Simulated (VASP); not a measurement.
# NiGe (Pmc2_1) in VASP: notebook

Runs on NiGe. Level: PBEsol. Tasks: single point.

Program: VASP 6.6.1. These are calculated values, not measurements. Logs are shortened: lines on timing, memory, paths and dates and some standing lists are left out, and cuts for length are marked.

## Step 1: The cell of the first run

Symmetry: Pmc2_1, No. 26, orthorhombic system. The conventional cell has a = 3.440 Å, b = 5.739 Å, c = 5.311 Å, α = 90.00°, β = 90.00°, γ = 90.00°. Within 3.1 Å of Ni (site symmetry m) lie 6 Ge at 2.37 to 2.45 Å and 4 Ni at 2.75 to 2.77 Å. Ni (site symmetry m) has 6 Ge at 2.25 to 2.53 Å and 4 Ni at 2.75 to 2.77 Å within 3.0 Å. Within 3.1 Å of Ge (site symmetry m) lie 6 Ni at 2.34 to 2.50 Å and 2 Ge at 2.83 Å. Ge (site symmetry m) has 6 Ni at 2.25 to 2.53 Å and 2 Ge at 2.83 Å within 3.0 Å.

## Step 2: Single point, PBEsol (all Ni atoms moved -0.100 Å, as atom 1 along Cartesian [1 0 0])

INCAR

```
PREC = Accurate ; ENCUT = 520
EDIFF = 1E-7 ; ISMEAR = 0
SIGMA = 0.15 ; LREAL = F
LASPH = T ; NELM = 60
ALGO = Normal ; ISIF = 2
LWAVE = F ; LCHARG = F
GGA = PS ; NBANDS = 58
```

KPOINTS

```
Automatic mesh
0
Gamma
  8 12 8
```

POSCAR

```
NiGe
1.0
    5.3107947876      0.0000000000      0.0000000000
    0.0000000000      3.4400167648      0.0000000000
    0.0000000000      0.0000000000      5.7392574988
Ni Ge
4 4
Direct
    0.9741569604      0.7500000000      0.1888713156
   -0.0118161072      0.2500000000      0.8111286844
    0.4881838928      0.2500000000      0.6888713156
    0.4741569604      0.7500000000      0.3111286844
    0.8116425502      0.7500000000      0.5883967035
    0.1883574498      0.2500000000      0.4116032965
    0.6883574498      0.2500000000      0.0883967035
    0.3116425502      0.7500000000      0.9116032965
```

Potentials or basis: VASP PAW PBE potentials, release 64 (Ni, Ge_d).

The run is started by

```sh
$ cat potpaw_PBE.64/Ni/POTCAR potpaw_PBE.64/Ge_d/POTCAR > POTCAR
$ mpirun -np 1 vasp_std > vasp.out
```

OUTCAR:

```text
PREC = Accurate
   ENCUT = 520
   EDIFF = 1E-7
   ISMEAR = 0
   LREAL = F
   LASPH = T
   NELM = 60
   ISIF = 2
   GGA = PS

 ion  position               nearest neighbor table
   1  0.974  0.750  0.189-   7 2.37   7 2.37   8 2.40   6 2.43   6 2.43   5 2.45   4 2.75   4 2.75
                             2 2.77   2 2.77
   2  0.988  0.250  0.811-   7 2.25   5 2.34   5 2.34   8 2.50   8 2.50   6 2.53   3 2.75   3 2.75
                             1 2.77   1 2.77
   3  0.488  0.250  0.689-   6 2.25   8 2.34   8 2.34   5 2.50   5 2.50   7 2.53   2 2.75   2 2.75
                             4 2.77   4 2.77
   4  0.474  0.750  0.311-   6 2.37   6 2.37   5 2.40   7 2.43   7 2.43   8 2.45   1 2.75   1 2.75
                             3 2.77   3 2.77
   5  0.812  0.750  0.588-   2 2.34   2 2.34   4 2.40   1 2.45   3 2.50   3 2.50   6 2.83   6 2.83

   6  0.188  0.250  0.412-   3 2.25   4 2.37   4 2.37   1 2.43   1 2.43   2 2.53   5 2.83   5 2.83

   7  0.688  0.250  0.088-   2 2.25   1 2.37   1 2.37   4 2.43   4 2.43   3 2.53   8 2.83   8 2.83

   8  0.312  0.750  0.912-   3 2.34   3 2.34   1 2.40   4 2.45   2 2.50   2 2.50   7 2.83   7 2.83

  LATTYP: Found a simple orthorhombic cell.
 ALAT       =     3.4400167648
 B/A-ratio  =     1.5438281702
 C/A-ratio  =     1.6683806770

  Lattice vectors:

 A1 = (   0.0000000000,  -3.4400167648,   0.0000000000)
 A2 = (   5.3107947876,   0.0000000000,   0.0000000000)
 A3 = (   0.0000000000,   0.0000000000,   5.7392574988)

Analysis of symmetry for initial positions (statically):
=====================================================================
 Subroutine PRICEL returns:
 Original cell was already a primitive cell.

 Routine SETGRP: Setting up the symmetry group for a
 simple orthorhombic supercell.

 Subroutine GETGRP returns: Found  4 space group operations
 (whereof  1 operations were pure point group operations)
 out of a pool of  8 trial point group operations.

The static configuration has the point symmetry C_1 .
 The point group associated with its full space group is C_2v.

Analysis of symmetry for dynamics (positions and initial velocities):
=====================================================================
 Subroutine PRICEL returns:
 Original cell was already a primitive cell.

 Routine SETGRP: Setting up the symmetry group for a
 simple orthorhombic supercell.

 Subroutine GETGRP returns: Found  4 space group operations
 (whereof  1 operations were pure point group operations)
 out of a pool of  8 trial point group operations.

The dynamic configuration has the point symmetry C_1 .
 The point group associated with its full space group is C_2v.

 Subroutine INISYM returns: Found  4 space group operations
 (whereof  1 operations are pure point group operations),
 and found     1 'primitive' translations

----------------------------------------------------------------------------------------

                                     Primitive cell

  volume of cell :     104.8518

  direct lattice vectors                    reciprocal lattice vectors
     5.310794788  0.000000000  0.000000000     0.188295734  0.000000000  0.000000000
     0.000000000  3.440016765  0.000000000     0.000000000  0.290696258  0.000000000
     0.000000000  0.000000000  5.739257499     0.000000000  0.000000000  0.174238567

  length of vectors
     5.310794788  3.440016765  5.739257499     0.188295734  0.290696258  0.174238567

  position of ions in fractional coordinates (direct lattice)
     0.974156960  0.750000000  0.188871316
     0.988183893  0.250000000  0.811128684
     0.488183893  0.250000000  0.688871316
     0.474156960  0.750000000  0.311128684
     0.811642550  0.750000000  0.588396704
     0.188357450  0.250000000  0.411603296
     0.688357450  0.250000000  0.088396704
     0.311642550  0.750000000  0.911603296

  ion indices of the primitive-cell ions
   primitive index   ion index
                 1           1
                 2           2
                 3           3
                 4           4
                 5           5
                 6           6
                 7           7
                 8           8

----------------------------------------------------------------------------------------

 KPOINTS: Automatic mesh

Automatic generation of k-mesh.
 Grid dimensions read from file:
 generate k-points for:    8   12    8

 Generating k-lattice:

  Cartesian coordinates                     Fractional coordinates (reciprocal lattice)
     0.023536967  0.000000000  0.000000000     0.125000000  0.000000000  0.000000000
     0.000000000  0.024224688  0.000000000     0.000000000  0.083333333  0.000000000
     0.000000000  0.000000000  0.021779821     0.000000000  0.000000000  0.125000000

  Length of vectors
     0.023536967  0.024224688  0.021779821

  Shift w.r.t. Gamma in fractional coordinates (k-lattice)
     0.000000000  0.000000000  0.000000000

 Subroutine IBZKPT returns following result:
 ===========================================

 Found    175 irreducible k-points:

 Following reciprocal coordinates:
            Coordinates               Weight
  0.000000  0.000000  0.000000      1.000000
  0.125000  0.000000  0.000000      2.000000
  0.250000  0.000000  0.000000      2.000000
  0.375000  0.000000  0.000000      2.000000
  0.500000  0.000000  0.000000      1.000000
  0.000000  0.083333  0.000000      2.000000
[... 16 lines left out ...]
  0.250000  0.333333  0.000000      4.000000
  0.375000  0.333333  0.000000      4.000000
 [... further k-points ...]
   k-points           NKPTS =    175   k-points in BZ     NKDIM =    175   number of bands    NBANDS=     58
   number of dos      NEDOS =    301   number of ions     NIONS =      8
   total plane-waves  NPLWV =  53760
   dimension x,y,z NGX =    40 NGY =   28 NGZ =   48
   dimension x,y,z NGXF=    80 NGYF=   56 NGZF=   96
   ions per type =               4   4
   NGX,Y,Z   is equivalent  to a cutoff of  12.52, 13.53, 13.90 a.u.
   NGXF,Y,Z  is equivalent  to a cutoff of  25.04, 27.06, 27.81 a.u.
 SYSTEM =  unknown system
   PREC   = accura    normal or accurate (medium, high low for compatibility)
   ISTART =      0    job   : 0-new  1-cont  2-samecut
   ICHARG =      2    charge: 1-file 2-atom 10-const
   ISPIN  =      1    spin polarized calculation?
   LNONCOLLINEAR =      F non collinear calculations
   LSORBIT =      F    spin-orbit coupling
   LASPH  =      T    aspherical Exc in radial PAW
   ENCUT  =  520.0 eV  38.22 Ry    6.18 a.u.   9.87  6.40 10.67*2*pi/ulx,y,z
   NELM   =     60;   NELMIN=  2; NELMDL= -5     # of ELM steps
   EDIFF  = 0.1E-06   stopping-criterion for ELM
   LREAL  =      F    real-space projection
   EDIFFG = 0.1E-05   stopping-criterion for IOM
   NSW    =      0    number of steps for IOM
   IBRION =     -1    ionic relax: 0-MD 1-quasi-New 2-CG
   NFREE  =      0    steps in history (QN), initial steepest desc. (CG)
   ISIF   =      2    stress and relaxation
   ISYM   =      2    0-nonsym 1-usesym 2-fastsym
   POTIM  = 0.5000    time-step for ionic-motion
   TEBEG  =    0.0;   TEEND  =   0.0 temperature during run
   PSTRESS=    0.0 pullay stress
   NELECT =      96.0000    total number of electrons
   NUPDOWN=      -1.0000    fix difference up-down
   EMIN   =  10.00;   EMAX   =-10.00  energy-range for DOS
   EFERMI =   0.00;   METHOD = LEGACY
   ISMEAR =     0;   SIGMA  =   0.15  broadening in eV -4-tet -1-fermi 0-gaus
   EFERMI_NEDOS =   21; number of points for ismear=-14 and -15
   IALGO  =     38    algorithm
   IMIX   =      4    mixing-type and parameters
     AMIX     =   0.40;   BMIX     =  1.00
     AMIX_MAG =   1.60;   BMIX_MAG =  1.00
  volume/ion in A,a.u.               =      13.11        88.45
  Fermi-wavevector in a.u.,A,eV,Ry     =   1.589669  3.004038 34.382560  2.527047
  Thomas-Fermi vector in A             =   2.688483
   LORBIT       =      0    0 simple, 1 ext, 2 COOP (PROOUT), +10 PAW based schemes
   GGA     = PS    functional components
   LHFCALC =     F    Hartree Fock is set to
   AEXX    =    0.0000 exact exchange contribution
   IVDW    =     0    specifies the selected vdW correction
   LEPSILON=     F    determine dielectric tensor
   LRPA    =     F    only Hartree local field effects (RPA)
 non-spin polarized calculation
 Gauss-broadening in eV      SIGMA  =   0.15
  energy-cutoff  :      520.00
  volume of cell :      104.85
 maximum number of plane-waves:      2848
 NGX is ok and might be reduce to    40
   NGX = 19   NGY = 13   NGZ = 21

 number of electron      95.9999967 magnetization

 Free energy of the ion-electron system (eV)
  ---------------------------------------------------
  ext. energy  EPLUGINS =         0.00000000
  ---------------------------------------------------
  free energy    TOTEN  =       -47.15308200 eV

  energy without entropy =      -47.12651597  energy(sigma->0) =      -47.13979899

 E-fermi :   9.0733     XC(G=0): -12.8228

 val. band max:        9.0674314341   @ k =   0.1250   0.2500   0.2500
 cond. band min:       9.0758016723   @ k =   0.3750   0.0000   0.2500
 fundamental gap:      0.0083702382
 Fermi energy:         9.0733137847

 k-point     1 :       0.0000    0.0000    0.0000
  band No.  band energies     occupation
      1     -15.5621      2.00000
      2     -15.5483      2.00000
      3     -15.5404      2.00000
      4     -15.5363      2.00000
      5     -15.5223      2.00000
      6     -15.5018      2.00000
[... 50 lines left out ...]
     57      15.7753      0.00000
     58      15.8963      0.00000

 k-point     2 :       0.1250    0.0000    0.0000
  band No.  band energies     occupation
      1     -15.5614      2.00000
      2     -15.5488      2.00000
      3     -15.5398      2.00000
      4     -15.5358      2.00000
      5     -15.5223      2.00000
      6     -15.5034      2.00000
[... 50 lines left out ...]
     57      15.4410      0.00000
     58      15.6539      0.00000

 k-point     3 :       0.2500    0.0000    0.0000
  band No.  band energies     occupation
      1     -15.5597      2.00000
      2     -15.5501      2.00000
      3     -15.5381      2.00000
      4     -15.5345      2.00000
      5     -15.5221      2.00000
      6     -15.5080      2.00000
[... 1216 lines left out ...]
      3     -15.5337      2.00000
      4     -15.5277      2.00000
      5     -15.5181      2.00000
      6     -15.5037      2.00000
[... 50 lines left out ...]
     57      14.5680      0.00000
     58      16.7106      0.00000

 k-point    24 :       0.3750    0.3333    0.0000
  band No.  band energies     occupation
      1     -15.5550      2.00000
      2     -15.5524      2.00000
      3     -15.5319      2.00000
      4     -15.5285      2.00000
      5     -15.5152      2.00000
      6     -15.5068      2.00000
[... 50 lines left out ...]
     57      15.4028      0.00000
     58      16.3171      0.00000

 [... further k-points ...]
[... 5 lines left out ...]
  --------------------------------------------------------------------------------------
  -------------------------------------------------------------------------------------
  Total        0.4776942      0.7321390      0.6449088      0.0000000      0.0000000      0.0000000
  in kB        7.2993600     11.1873792      9.8544661      0.0000000      0.0000000      0.0000000
  external PRESSURE =       9.4470684 kB  Pullay stress =       0.0000000 kB

 VOLUME and BASIS-vectors are now :
 -----------------------------------------------------------------------------
  energy-cutoff  :      520.00
  volume of cell :      104.85
      direct lattice vectors                 reciprocal lattice vectors
     5.310794788  0.000000000  0.000000000     0.188295734  0.000000000  0.000000000
     0.000000000  3.440016765  0.000000000     0.000000000  0.290696258  0.000000000
     0.000000000  0.000000000  5.739257499     0.000000000  0.000000000  0.174238567

 POSITION                                       TOTAL-FORCE (eV/Angst)
 -----------------------------------------------------------------------------------
      5.17355      2.58001      1.08398         0.693939     -0.000000     -0.014782
      5.24804      0.86000      4.65528         0.741321     -0.000000     -0.134348
      2.59264      0.86000      3.95361         0.741321     -0.000000      0.134348
      2.51815      2.58001      1.78565         0.693939     -0.000000      0.014782
      4.31047      2.58001      3.37696        -0.666368      0.000000     -0.260369
      1.00033      0.86000      2.36230        -0.768892     -0.000000     -0.330213
      3.65573      0.86000      0.50733        -0.768892     -0.000000      0.330213
      1.65507      2.58001      5.23193        -0.666368      0.000000      0.260369
 -----------------------------------------------------------------------------------
    total drift:                               -0.000002     -0.000000     -0.000001

  FREE ENERGIE OF THE ION-ELECTRON SYSTEM (eV)
  ---------------------------------------------------
  free  energy   TOTEN  =       -47.1530820034 eV

  energy  without entropy=      -47.1265159721  energy(sigma->0) =      -47.13979899
```

Run time: 8.7 min. Hardware: 1 thread of Intel Xeon 6975P-C (Granite Rapids), shared host; peak memory 0.8 GiB.

What came out:

```yaml
Free_energy: -47.1531 eV
Pressure: 0.9 GPa
Largest_force: 0.837 eV/Å
Band_gap_on_the_k_mesh: zero (bands 48 and 49 overlap by 1.75 eV)
```

Forces in eV/Å, atoms in the order of the input:
```
Ni   0.694  0.000 -0.015
Ni   0.741  0.000 -0.134
Ni   0.741  0.000  0.134
Ni   0.694  0.000  0.015
Ge  -0.666  0.000 -0.260
Ge  -0.769  0.000 -0.330
Ge  -0.769  0.000  0.330
Ge  -0.666  0.000  0.260
```

Stress tensor (GPa, compression positive):
```
0.73 0.00 0.00
0.00 1.12 0.00
0.00 0.00 0.99
```

Caveat: the cell differs from its parent crystal (all Ni atoms moved -0.100 Å, as atom 1 along Cartesian [1 0 0]); the PAW data sets were made with another functional, which shifts forces and pressure a little.

## Step 3: Single point, PBEsol (all Ni atoms moved +0.075 Å, as atom 1 along Cartesian [1 0 0])

INCAR

```
PREC = Accurate
ENCUT = 520
EDIFF = 1E-6
ISMEAR = 0
SIGMA = 0.15
LREAL = F
LASPH = T
NELM = 60
ALGO = Fast
ISIF = 2
LWAVE = F
LCHARG = F
GGA = PS
NBANDS = 58
```

KPOINTS is that of step 2.

POSCAR

```
NiGe
1.0
    5.3107947876      0.0000000000      0.0000000000
    0.0000000000      3.4400167648      0.0000000000
    0.0000000000      0.0000000000      5.7392574988
Ni Ge
4 4
Direct
    1.0071087138      0.7500000000      0.1888713156
    0.0211356462      0.2500000000      0.8111286844
    0.5211356462      0.2500000000      0.6888713156
    0.5071087138      0.7500000000      0.3111286844
    0.8116425502      0.7500000000      0.5883967035
    0.1883574498      0.2500000000      0.4116032965
    0.6883574498      0.2500000000      0.0883967035
    0.3116425502      0.7500000000      0.9116032965
```

Potentials or basis: VASP PAW PBE potentials, release 64 (Ni, Ge_d).

The run is started by

```sh
$ cat potpaw_PBE.64/Ni/POTCAR potpaw_PBE.64/Ge_d/POTCAR > POTCAR
$ mpirun -np 1 vasp_std > vasp.out
```

Run time: 35 min. Hardware: 1 thread of Oxide Virtual Turin-like, shared host; peak memory 0.76 GiB.

It converged, with:

```
Free energy            : -47.2159 eV
Pressure               : 0.6 GPa
Largest force          : 0.611 eV/Å
Band gap on the k mesh : zero (bands 48 and 49 overlap by 1.75 eV)
```

Forces in eV/Å, atoms in the order of the input:
```
Ni  -0.554  0.000  0.092
Ni  -0.522  0.000  0.018
Ni  -0.522  0.000 -0.018
Ni  -0.554  0.000 -0.092
Ge   0.561  0.000  0.242
Ge   0.515  0.000  0.198
Ge   0.515  0.000 -0.198
Ge   0.561  0.000 -0.242
```

Stress tensor (GPa, compression positive):
```
0.50 0.00 0.00
0.00 0.72 0.00
0.00 0.00 0.58
```

Levels at points of the mesh, in eV from the Fermi level:
```
           k point  band 46  band 47  band 48  band 49  band 50  band 51
(0.00, 0.00, 0.00)    -1.09    -0.96    -0.88     0.70     0.80     4.00
(0.50, 0.00, 0.00)    -1.63     0.79     0.79     1.46     1.46     3.18
(0.00, 0.50, 0.00)    -1.67    -1.35    -1.19    -0.55    -0.53     2.01
(0.50, 0.50, 0.00)    -1.44    -1.44    -1.44     0.32     0.32     0.33
(0.00, 0.00, 0.50)    -1.27    -0.21    -0.18     1.06     1.13     2.68
(0.50, 0.00, 0.50)    -0.95     0.72     0.72     2.57     2.57     2.61
(0.00, 0.50, 0.50)    -1.70    -1.57    -1.54     0.39     0.41     0.71
(0.50, 0.50, 0.50)    -1.63    -1.62    -1.62     2.55     2.55     2.55
```

Caveat: the cell differs from its parent crystal (all Ni atoms moved +0.075 Å, as atom 1 along Cartesian [1 0 0]); the PAW data sets were made with another functional, which shifts forces and pressure a little.
